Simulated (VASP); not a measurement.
Here is a VASP 6.6.1 calculation.

The input INCAR:

```
SYSTEM = PtS2
PREC = Accurate
ENCUT = 520
EDIFF = 1E-7
ISMEAR = -1
SIGMA = 0.05
LREAL = .False.
LASPH = .True.
NELM = 100
ALGO = Normal
ISIF = 2
LWAVE = .False.
LCHARG = .False.
GGA = PE
NBANDS = 18
```

The input KPOINTS:

```
Automatic mesh
0
Gamma
  7 7 5
  0 0 0
```

POSCAR

```
PtS2
1.0
    3.5786320000      0.0000000000      0.0000000000
   -1.7893160000      3.0991862228      0.0000000000
    0.0000000000      0.0000000000      5.0388000000
Pt S
1 2
Direct
    0.0000000000      0.0000000000      0.0000000000
    0.6666666667      0.3333333333      0.7730000000
    0.3333333333      0.6666666667      0.2270000000
```

Potentials or basis: VASP PAW PBE potentials, release 64 (Pt, S).

The run is started by

```bash
$ cat potpaw_PBE.64/Pt/POTCAR potpaw_PBE.64/S/POTCAR > POTCAR
$ mpirun -np 1 vasp_std > vasp.out
```

(1) Estimate the pressure.

(2) Predict the band gap on the k mesh.

## Answers

(1) 7.3 GPa.

(2) 0.84 eV, indirect (least direct gap 1.11 eV).

Caveat: spin-orbit coupling is left out, which moves the levels of the heavy elements.
